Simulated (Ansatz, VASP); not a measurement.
**KBr in VASP and in Ansatz**

```
K Br
1.0
     3.97626    0.00000    0.00000
     0.00000    3.97626    0.00000
     0.00000    0.00000    3.97626
K Br
1 1
Direct
  0.00000 0.00000 0.00000
  0.50000 0.50000 0.50000
```

Alike in both runs: task single point; functional PBE; k mesh 4 × 4 × 4; occupations methfessel-paxton of order 1, width 0.5 eV; no spin polarisation.

|  | VASP | Ansatz |
| --- | --- | --- |
| version | VASP 6.6.1 | Ansatz 0.2.0 |
| potentials or method | VASP PAW PBE potentials, release 64 (K_sv, Br) | plane waves |
| plane-wave cutoff (eV) | 500 | 420 |
| valence electrons in the cell | 16 | 16 |

|  | VASP | Ansatz | Ansatz less VASP |
| --- | --- | --- | --- |
| pressure (GPa) | 0.9 | 0.9 | -0.01 |

With one functional, cell and mesh, what is left measures potentials, basis and numerics.
